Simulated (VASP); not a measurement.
The system is PtS2.

```
CELL_PARAMETERS angstrom
3.58983 0.00000 0.00000
-1.79491 3.10888 0.00000
0.00000 0.00000 5.10511
ATOMIC_POSITIONS crystal
Pt 0.00000 0.00000 0.00000
S 0.66667 0.33333 0.77300
S 0.33333 0.66667 0.22700
```

Base run:

```yaml
Program: VASP 6.6.1
Functional: PBEsol
Potentials_or_basis: VASP PAW PBE potentials, release 64 (Pt, S)
Cutoff: 520 eV
k_mesh: 9 × 9 × 5
Occupations: fermi-dirac, width 0.05 eV
Spin: no spin polarisation
```

Its results: band gap on the k mesh 0.92 eV (least direct gap 0.96 eV); pressure 0.1 GPa; largest force 0.360 eV/Å.

Problem. The run is repeated on the same cell with these changes: functional from PBEsol to r2SCAN; further incar settings from ALGO = Normal; EDIFF = 1e-06; NBANDS = 18 to ALGO = Normal; EDIFF = 1e-07; NBANDS = 18. What comes out?

Solution. Band gap on the k mesh 1.14 eV (least direct gap 1.21 eV); pressure 2.8 GPa; largest force 0.630 eV/Å.

Caveats: the PAW data sets were made with another functional, which shifts forces and pressure a little; spin-orbit coupling is left out, which moves the levels of the heavy elements; an odd mesh through Γ misses points on the zone boundary, where band edges can lie.
